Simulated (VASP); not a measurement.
I:

```xyz
1
Lattice="3.3000 0.0000 0.0000 0.0000 3.3000 0.0000 0.0000 0.0000 3.3000" Properties=species:S:1:pos:R:3 pbc="T T T"
I     0.0000    0.0000    0.0000
```

| Property | Result |
| --- | --- |
| Program | VASP 6.6.1 |
| Task | relaxation of cell and atoms |
| Functional | PBE |
| Potentials or basis | VASP PAW PBE potentials, release 64 (I) |
| Cutoff | 600 eV |
| k mesh | 13 × 13 × 13 |
| Occupations | methfessel-paxton, width 0.02 eV |
| Spin | no spin polarisation |

At the start: pressure 4.8 GPa; volume 35.94 Å³/atom.

Problem. How do energy, volume and symmetry change on relaxing?

Solution. Over 3 steps the energy falls by 71.1 meV/atom and the volume is 41.43 Å³/atom (+15.3 %); space group Pm-3m (No. 221, to 0.05 Å).

Step by step:
| step | energy change (eV) | largest force (eV/Å) | pressure (GPa) | volume (Å³) |
| --- | --- | --- | --- | --- |
| 1 | 0.0000 | 0.0000 | 4.79 | 35.94 |
| 2 | -0.0709 | 0.0000 | -0.20 | 41.82 |
| 3 | -0.0711 | 0.0000 | -0.01 | 41.43 |

Final structure:
```cif
data_structure
_symmetry_space_group_name_H-M 'P 1'
_symmetry_Int_Tables_number 1
_cell_length_a 3.4602
_cell_length_b 3.4602
_cell_length_c 3.4602
_cell_angle_alpha 90.000
_cell_angle_beta 90.000
_cell_angle_gamma 90.000
_cell_volume 41.43
loop_
_atom_site_label
_atom_site_type_symbol
_atom_site_fract_x
_atom_site_fract_y
_atom_site_fract_z
_atom_site_occupancy
I1 I 0.00000 0.00000 0.00000 1
```

Caveat: the volume moved by over 15 % at a fixed basis, so the end points are rough; an odd number of electrons without spin polarisation forces a metal; a magnetic or distorted state may lie lower.
